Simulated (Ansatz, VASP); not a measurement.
Two plane-wave programs on Nb3C

```xyz
8
Lattice="5.3475 0.0000 0.0000 -2.6737 4.6311 0.0000 0.0000 0.0000 4.7556" Properties=species:S:1:pos:R:3 pbc="T T T"
Nb    1.3480    0.7783    3.5667
Nb    2.6737    3.0745    3.5667
Nb   -1.3258    3.8528    1.1889
Nb    1.3258    3.8528    1.1889
Nb    0.0000    1.5565    1.1889
Nb    3.9995    0.7783    3.5667
C     2.6737    1.5437    1.1889
C     0.0000    3.0874    3.5667
```

Change from the starting cell: species swapped into the Pm3Al type (P6_3/mmc, No. 194).

Alike in both runs: functional PBE; k mesh 6 × 6 × 4; occupations gaussian, width 0.1 eV; no spin polarisation.

Ansatz relaxed the structure, and its values are those at the end. VASP's run is a single point on that final structure, the one shown.

|  | VASP | Ansatz |
| --- | --- | --- |
| version | VASP 6.6.1 | Ansatz 0.2.0 |
| potentials or method | VASP PAW PBE potentials, release 64 (Nb_sv, C), cutoff 520 eV | scalar-relativistic, plane waves, PAW |
| valence electrons in the cell | 86 | 86 |

VASP gave:

| Property | Result |
| --- | --- |
| gap on the k mesh at the Fermi level (eV) | none |
| pressure (GPa) | -0.3 |
| rms of the force components (eV/Å) | 0.008 |

Question: What did Ansatz give for the same quantities?

Answer: gap on the k mesh at the Fermi level (eV): none; pressure (GPa): -0.1; rms of the force components (eV/Å): 0.003.

A gap of «none» marks a metal or a gap that the smearing closes. The functional is the same, so the differences come from potentials, cutoffs and numerics.
